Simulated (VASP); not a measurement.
# Al: single point with r2SCAN

The system is Al.

```
Al
1.0
     0.00000    1.99565    1.99565
     1.99565    0.00000    1.99565
     1.99565    1.99565    0.00000
Al
1
Direct
  0.00000 0.00000 0.00000
```

```json
{
 "Program": "VASP 6.6.1",
 "Task": "single point",
 "Functional": "r2SCAN",
 "Potentials or basis": "VASP PAW PBE potentials, release 64 (Al)",
 "Cutoff": "520 eV",
 "k mesh": "18 × 18 × 18",
 "Occupations": "gaussian, width 0.05 eV",
 "Spin": "no spin polarisation",
 "Dipole correction": "no",
 "Further INCAR settings": "ALGO = Normal; EDIFF = 1e-06; NBANDS = 8"
}
```

```
Pressure : -0.3 GPa
```

Levels at points of the mesh, in eV from the Fermi level:
```tsv
k point	band 1	band 2	band 3	band 4
(0.00, 0.00, 0.00)	-12.10	13.54	13.54	13.54
(0.50, 0.00, 0.00)	-5.15	-4.58	12.27	12.27
(0.50, 0.50, 0.00)	-3.24	-1.66	5.48	6.19
```

Run time: 50 s on 1 thread of Intel(R) Xeon(R) 6975P-C (Granite Rapids), with other jobs on the host, peak memory 0.14 GiB.

Caveat: the PAW data sets were made with another functional, which shifts forces and pressure a little.
